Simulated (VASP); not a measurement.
P:

```
P
1.0
    -1.70671    2.42417    1.72019
     1.70671   -2.42417    1.72019
     1.70671    2.42417   -1.72019
P
2
Direct
  0.77443 0.02443 0.75000
  0.22557 0.97557 0.25000
```

Base run:

* Program: VASP 6.6.1
* Functional: r2SCAN
* Potentials or basis: VASP PAW PBE potentials, release 64 (P)
* Cutoff: 520 eV
* k mesh: 18 × 18 × 18
* Occupations: gaussian, width 0.1 eV
* Spin: no spin polarisation

Its results: band gap on the k mesh zero (bands 5 and 6 overlap by 1.92 eV); pressure 3.7 GPa; largest force 0.176 eV/Å.

Task: The run is repeated on the same cell with these changes: functional from r2SCAN to PBE; dispersion from none to D3(BJ). What comes out?

Result: Band gap on the k mesh zero (bands 5 and 6 overlap by 1.65 eV); pressure -0.3 GPa; largest force 0.031 eV/Å.

Several settings changed at once.

Caveats: the cell stands under pressure (at least some runs); the PAW data sets were made with another functional, which shifts forces and pressure a little (at least some runs).
